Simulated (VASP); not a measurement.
# Rh (Fm-3m) in VASP: single point with LDA

Aim: the single point of Rh with LDA.

Everything below comes from runs of VASP 6.6.1. Logs are shortened: lines on timing, memory, paths and dates and some standing lists are left out, and cuts for length are marked.

## 1. The cell of the first run

It takes space group Fm-3m (No. 225, cubic). Conventional cell: a = 3.755 Å, b = 3.755 Å, c = 3.755 Å, α = 90.00°, β = 90.00°, γ = 90.00°. Rh (site symmetry m-3m) has 12 Rh at 2.66 Å within 3.5 Å.

## 2. Single point, LDA

INCAR reads:

```
SYSTEM = Rh
PREC     = Accurate       ! precision mode
ENCUT    = 520            ! plane-wave cutoff, eV
EDIFF    = 1E-6           ! SCF threshold, eV
ISMEAR   = -1             ! smearing method
SIGMA    = 0.1            ! smearing width, eV
LREAL    = .False.        ! projectors in reciprocal space
LASPH    = .True.         ! aspherical terms in the spheres
NELM     = 80             ! most SCF steps
ALGO     = Normal         ! electronic algorithm
ISIF     = 2              ! what is computed and relaxed
LWAVE    = .False.        ! write WAVECAR
LCHARG   = .False.        ! write CHGCAR
GGA      = CA             ! functional
NBANDS   = 22             ! bands
```

KPOINTS reads:

```
Automatic mesh
0
Gamma
  15 15 11
  0 0 0
```

POSCAR reads:

```
Rh
1.0
    1.8775657068      1.8775657068      0.0000000000
   -1.8775657068      1.8775657068      0.0000000000
    0.0000000000      0.0000000000      3.7551314135
Rh
2
Direct
    0.0000000000      0.0000000000      0.0000000000
    0.5000000000      0.5000000000      0.5000000000
```

Potentials or basis: VASP PAW LDA potentials, release 64 (Rh_pv).

Launch:

```bash
cat potpaw_LDA.64/Rh_pv/POTCAR > POTCAR
mpirun -np 1 vasp_std > vasp.out
```

OUTCAR:

```text
SYSTEM = Rh
   PREC = Accurate
   ENCUT = 520
   EDIFF = 1E-6
   ISMEAR = -1
   LREAL = .False.
   LASPH = .True.
   NELM = 80
   ISIF = 2
   GGA = CA

 ion  position               nearest neighbor table
   1  0.000  0.000  0.000-   2 2.66   2 2.66   2 2.66   2 2.66   2 2.66   2 2.66   2 2.66   2 2.66

   2  0.500  0.500  0.500-   1 2.66   1 2.66   1 2.66   1 2.66   1 2.66   1 2.66   1 2.66   1 2.66

  LATTYP: Found a simple tetragonal cell.
 ALAT       =     2.6552788868
 C/A-ratio  =     1.4142135623

  Lattice vectors:

 A1 = (   1.8775657068,   1.8775657068,   0.0000000000)
 A2 = (  -1.8775657068,   1.8775657068,   0.0000000000)
 A3 = (   0.0000000000,   0.0000000000,   3.7551314135)

Analysis of symmetry for initial positions (statically):
=====================================================================
 Subroutine PRICEL returns following result:

  LATTYP: Found a face centered cubic cell.
 ALAT       =     3.7551314136

  Lattice vectors:

 A1 = (   0.0000000000,  -1.8775657068,  -1.8775657068)
 A2 = (   1.8775657068,   0.0000000000,  -1.8775657068)
 A3 = (   1.8775657068,  -1.8775657068,  -0.0000000000)

   2 primitive cells build up your supercell.

 Routine SETGRP: Setting up the symmetry group for a
 simple tetragonal supercell.

 Subroutine GETGRP returns: Found 16 space group operations
 (whereof 16 operations were pure point group operations)
 out of a pool of 16 trial point group operations.

The static configuration has the point symmetry D_4h.

Analysis of symmetry for dynamics (positions and initial velocities):
=====================================================================
 Subroutine PRICEL returns following result:

  LATTYP: Found a face centered cubic cell.
 ALAT       =     3.7551314136

  Lattice vectors:

 A1 = (   0.0000000000,  -1.8775657068,  -1.8775657068)
 A2 = (   1.8775657068,   0.0000000000,  -1.8775657068)
 A3 = (   1.8775657068,  -1.8775657068,  -0.0000000000)

   2 primitive cells build up your supercell.

 Routine SETGRP: Setting up the symmetry group for a
 simple tetragonal supercell.

 Subroutine GETGRP returns: Found 16 space group operations
 (whereof 16 operations were pure point group operations)
 out of a pool of 16 trial point group operations.

The dynamic configuration has the point symmetry D_4h.

 Subroutine INISYM returns: Found 16 space group operations
 (whereof 16 operations are pure point group operations),
 and found     2 'primitive' translations

----------------------------------------------------------------------------------------

                                     Primitive cell

  volume of cell :      13.2378

  direct lattice vectors                    reciprocal lattice vectors
     0.000000000 -1.877565707 -1.877565707    -0.266302265 -0.266302265 -0.266302265
     1.877565707  0.000000000 -1.877565707     0.266302265  0.266302265 -0.266302265
     1.877565707 -1.877565707 -0.000000000     0.266302265 -0.266302265  0.266302265

  length of vectors
     2.655278887  2.655278887  2.655278887     0.461249053  0.461249053  0.461249053

  position of ions in fractional coordinates (direct lattice)
     0.000000000  0.000000000  0.000000000

  ion indices of the primitive-cell ions
   primitive index   ion index
                 1           1

----------------------------------------------------------------------------------------

 KPOINTS: Automatic mesh

Automatic generation of k-mesh.
 Grid dimensions read from file:
 generate k-points for:   15   15   11

 Generating k-lattice:

  Cartesian coordinates                     Fractional coordinates (reciprocal lattice)
     0.017753484  0.017753484  0.000000000     0.066666667  0.000000000  0.000000000
    -0.017753484  0.017753484  0.000000000     0.000000000  0.066666667  0.000000000
     0.000000000  0.000000000  0.024209297     0.000000000  0.000000000  0.090909091

  Length of vectors
     0.025107218  0.025107218  0.024209297

  Shift w.r.t. Gamma in fractional coordinates (k-lattice)
     0.000000000  0.000000000  0.000000000

 Subroutine IBZKPT returns following result:
 ===========================================

 Found    216 irreducible k-points:

 Following reciprocal coordinates:
            Coordinates               Weight
  0.000000  0.000000  0.000000      1.000000
  0.066667  0.000000  0.000000      4.000000
  0.133333  0.000000  0.000000      4.000000
  0.200000  0.000000  0.000000      4.000000
  0.266667  0.000000  0.000000      4.000000
  0.333333  0.000000  0.000000      4.000000
[... 16 lines left out ...]
  0.266667  0.200000  0.000000      8.000000
  0.333333  0.200000  0.000000      8.000000
 [... further k-points ...]
   k-points           NKPTS =    216   k-points in BZ     NKDIM =    216   number of bands    NBANDS=     22
   number of dos      NEDOS =    301   number of ions     NIONS =      2
   total plane-waves  NPLWV =  11200
   dimension x,y,z NGX =    20 NGY =   20 NGZ =   28
   dimension x,y,z NGXF=    40 NGYF=   40 NGZF=   56
   ions per type =               2
   NGX,Y,Z   is equivalent  to a cutoff of  12.52, 12.52, 12.40 a.u.
   NGXF,Y,Z  is equivalent  to a cutoff of  25.04, 25.04, 24.79 a.u.
 SYSTEM =  Rh
   PREC   = accura    normal or accurate (medium, high low for compatibility)
   ISTART =      0    job   : 0-new  1-cont  2-samecut
   ICHARG =      2    charge: 1-file 2-atom 10-const
   ISPIN  =      1    spin polarized calculation?
   LNONCOLLINEAR =      F non collinear calculations
   LSORBIT =      F    spin-orbit coupling
   LASPH  =      T    aspherical Exc in radial PAW
   ENCUT  =  520.0 eV  38.22 Ry    6.18 a.u.   4.94  4.94  6.98*2*pi/ulx,y,z
   NELM   =     80;   NELMIN=  2; NELMDL= -5     # of ELM steps
   EDIFF  = 0.1E-05   stopping-criterion for ELM
   LREAL  =      F    real-space projection
   EDIFFG = 0.1E-04   stopping-criterion for IOM
   NSW    =      0    number of steps for IOM
   IBRION =     -1    ionic relax: 0-MD 1-quasi-New 2-CG
   NFREE  =      0    steps in history (QN), initial steepest desc. (CG)
   ISIF   =      2    stress and relaxation
   ISYM   =      2    0-nonsym 1-usesym 2-fastsym
   POTIM  = 0.5000    time-step for ionic-motion
   TEBEG  =    0.0;   TEEND  =   0.0 temperature during run
   PSTRESS=    0.0 pullay stress
   NELECT =      30.0000    total number of electrons
   NUPDOWN=      -1.0000    fix difference up-down
   EMIN   =  10.00;   EMAX   =-10.00  energy-range for DOS
   EFERMI =   0.00;   METHOD = LEGACY
   ISMEAR =    -1;   SIGMA  =   0.10  broadening in eV -4-tet -1-fermi 0-gaus
   EFERMI_NEDOS =   21; number of points for ismear=-14 and -15
   IALGO  =     38    algorithm
   IMIX   =      4    mixing-type and parameters
     AMIX     =   0.40;   BMIX     =  1.00
     AMIX_MAG =   1.60;   BMIX_MAG =  1.00
  volume/ion in A,a.u.               =      13.24        89.33
  Fermi-wavevector in a.u.,A,eV,Ry     =   1.706738  3.225267 39.633138  2.912953
  Thomas-Fermi vector in A             =   2.785719
   LORBIT       =      0    0 simple, 1 ext, 2 COOP (PROOUT), +10 PAW based schemes
   GGA     = CA    functional components
   LHFCALC =     F    Hartree Fock is set to
   AEXX    =    0.0000 exact exchange contribution
   IVDW    =     0    specifies the selected vdW correction
   LEPSILON=     F    determine dielectric tensor
   LRPA    =     F    only Hartree local field effects (RPA)
 non-spin polarized calculation
  energy-cutoff  :      520.00
  volume of cell :       26.48
 maximum number of plane-waves:       730
 NGX is ok and might be reduce to    20
   NGX =  9   NGY =  9   NGZ = 13

 number of electron      29.9999984 magnetization

 Free energy of the ion-electron system (eV)
  ---------------------------------------------------
  ext. energy  EPLUGINS =         0.00000000
  ---------------------------------------------------
  free energy    TOTEN  =       -17.40814686 eV

  energy without entropy =      -17.32588561  energy(sigma->0) =      -17.36701623

 E-fermi :  12.4219     XC(G=0): -14.5942

 val. band max:       12.4202993964   @ k =   0.4667   0.4000   0.1818
 cond. band min:      12.4221072900   @ k =   0.4000   0.2667   0.4545
 fundamental gap:      0.0018078936
 Fermi energy:        12.4218629613

 k-point     1 :       0.0000    0.0000    0.0000
  band No.  band energies     occupation
      1     -34.6040      2.00000
      2     -34.1146      2.00000
      3     -34.1146      2.00000
      4     -33.8050      2.00000
      5     -33.8039      2.00000
      6     -33.8039      2.00000
[... 14 lines left out ...]
     21      25.8552      0.00000
     22      28.3361      0.00000

 k-point     2 :       0.0667    0.0000    0.0000
  band No.  band energies     occupation
      1     -34.5937      2.00000
      2     -34.1312      2.00000
      3     -34.1096      2.00000
      4     -33.8277      2.00000
      5     -33.8119      2.00000
      6     -33.8056      2.00000
[... 14 lines left out ...]
     21      26.1307      0.00000
     22      28.5259      0.00000

 k-point     3 :       0.1333    0.0000    0.0000
  band No.  band energies     occupation
      1     -34.5632      2.00000
      2     -34.1774      2.00000
      3     -34.0950      2.00000
      4     -33.8952      2.00000
      5     -33.8326      2.00000
      6     -33.8110      2.00000
[... 14 lines left out ...]
     21      26.9146      0.00000
     22      29.0504      0.00000

 k-point     4 :       0.2000    0.0000    0.0000
  band No.  band energies     occupation
      1     -34.5145      2.00000
      2     -34.2437      2.00000
      3     -34.0720      2.00000
      4     -33.9952      2.00000
      5     -33.8669      2.00000
      6     -33.8203      2.00000
[... 14 lines left out ...]
     21      28.1072      0.00000
     22      29.7661      0.00000

 k-point     5 :       0.2667    0.0000    0.0000
  band No.  band energies     occupation
      1     -34.4506      2.00000
      2     -34.3160      2.00000
      3     -34.1118      2.00000
      4     -34.0425      2.00000
      5     -33.9144      2.00000
      6     -33.8341      2.00000
[... 14 lines left out ...]
     21      29.6005      0.00000
     22      29.6609      0.00000

 k-point     6 :       0.3333    0.0000    0.0000
  band No.  band energies     occupation
      1     -34.3792      2.00000
      2     -34.3751      2.00000
      3     -34.2276      2.00000
      4     -34.0087      2.00000
      5     -33.9740      2.00000
      6     -33.8528      2.00000
[... 14 lines left out ...]
     21      28.5946      0.00000
     22      30.2391      0.00000

 k-point     7 :       0.4000    0.0000    0.0000
  band No.  band energies     occupation
      1     -34.4194      2.00000
      2     -34.3261      2.00000
      3     -34.2924      2.00000
      4     -34.0443      2.00000
      5     -33.9730      2.00000
      6     -33.8766      2.00000
[... 324 lines left out ...]
      6     -33.9305      2.00000
[... 14 lines left out ...]
     21      27.8321      0.00000
     22      29.2480      0.00000

 k-point    21 :       0.4667    0.1333    0.0000
  band No.  band energies     occupation
      1     -34.4386      2.00000
      2     -34.4104      2.00000
      3     -34.1953      2.00000
      4     -34.1185      2.00000
      5     -33.9873      2.00000
      6     -33.9570      2.00000
[... 14 lines left out ...]
     21      26.6323      0.00000
     22      27.7151      0.00000

 k-point    22 :       0.2000    0.2000    0.0000
  band No.  band energies     occupation
      1     -34.4384      2.00000
      2     -34.2864      2.00000
      3     -34.1232      2.00000
      4     -34.0942      2.00000
      5     -33.9134      2.00000
      6     -33.9123      2.00000
[... 14 lines left out ...]
     21      25.5342      0.00000
     22      31.2929      0.00000

 k-point    23 :       0.2667    0.2000    0.0000
  band No.  band energies     occupation
      1     -34.3843      2.00000
      2     -34.3447      2.00000
      3     -34.1875      2.00000
      4     -34.1135      2.00000
      5     -33.9497      2.00000
      6     -33.9382      2.00000
[... 14 lines left out ...]
     21      25.9067      0.00000
     22      30.6778      0.00000

 k-point    24 :       0.3333    0.2000    0.0000
  band No.  band energies     occupation
      1     -34.4050      2.00000
      2     -34.3211      2.00000
      3     -34.2881      2.00000
      4     -34.0904      2.00000
      5     -33.9959      2.00000
      6     -33.9593      2.00000
[... 14 lines left out ...]
     21      26.7799      0.00000
     22      29.4177      0.00000

 [... further k-points ...]

------------------------ aborting loop because EDIFF is reached ----------------------------------------

  FORCE on cell =-STRESS in cart. coord.  units (eV):
  Direction    XX          YY          ZZ          XY          YZ          ZX
  --------------------------------------------------------------------------------------
  -------------------------------------------------------------------------------------
  Total        0.1633572      0.1633572      0.1336835      0.0000000      0.0000000      0.0000000
  in kB        9.8856115      9.8856115      8.0898938      0.0000000      0.0000000      0.0000000
  external PRESSURE =       9.2870390 kB  Pullay stress =       0.0000000 kB

 VOLUME and BASIS-vectors are now :
 -----------------------------------------------------------------------------
  energy-cutoff  :      520.00
  volume of cell :       26.48
      direct lattice vectors                 reciprocal lattice vectors
     1.877565707  1.877565707  0.000000000     0.266302265  0.266302265  0.000000000
    -1.877565707  1.877565707  0.000000000    -0.266302265  0.266302265  0.000000000
     0.000000000  0.000000000  3.755131414     0.000000000  0.000000000  0.266302265

 POSITION                                       TOTAL-FORCE (eV/Angst)
 -----------------------------------------------------------------------------------
      0.00000      0.00000      0.00000         0.000000     -0.000000      0.000000
      0.00000      1.87757      1.87757        -0.000000      0.000000     -0.000000
 -----------------------------------------------------------------------------------
    total drift:                               -0.000000      0.000000      0.000000

  FREE ENERGIE OF THE ION-ELECTRON SYSTEM (eV)
  ---------------------------------------------------
  free  energy   TOTEN  =       -17.4081468563 eV

  energy  without entropy=      -17.3258856123  energy(sigma->0) =      -17.36701623
```

Run time: 37 s. Hardware: 1 thread of Intel Xeon 6975P-C (Granite Rapids), shared host; peak memory 0.2 GiB.

Results:

```
Free energy            : -17.4081 eV
Pressure               : 0.9 GPa
Band gap on the k mesh : zero (bands 15 and 16 overlap by 2.26 eV)
```
